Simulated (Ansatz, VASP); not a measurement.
## Re in VASP and in Ansatz

```
Re
1.0
     0.00000    2.24584    1.48764
     2.24584    0.00000    1.48764
     2.24584    2.24584    0.00000
Re
1
Direct
  0.00000 0.00000 0.00000
```

Alike in both runs: task single point; functional PBE; k mesh 10 × 10 × 10; occupations gaussian, width 0.15 eV; no spin polarisation.

|  | VASP | Ansatz |
| --- | --- | --- |
| version | VASP 6.6.1 | Ansatz 0.2.0 |
| potentials or method | VASP PAW PBE potentials, release 64 (Re_sv_GW), cutoff 560 eV | scalar-relativistic, plane waves, PAW |
| valence electrons in the cell | 15 | 15 |

Ansatz gave:

* gap on the k mesh at the Fermi level (eV): none
* pressure (GPa): 2.2
* traceless stress, the component that is largest in VASP (GPa): 0.53

Question: What did VASP give for the same quantities?

Answer: gap on the k mesh at the Fermi level (eV): none; pressure (GPa): 0.7; traceless stress, the component that is largest in VASP (GPa): 0.53.

A gap of «none» marks a metal or a gap that the smearing closes.

Spin-orbit coupling is off throughout.
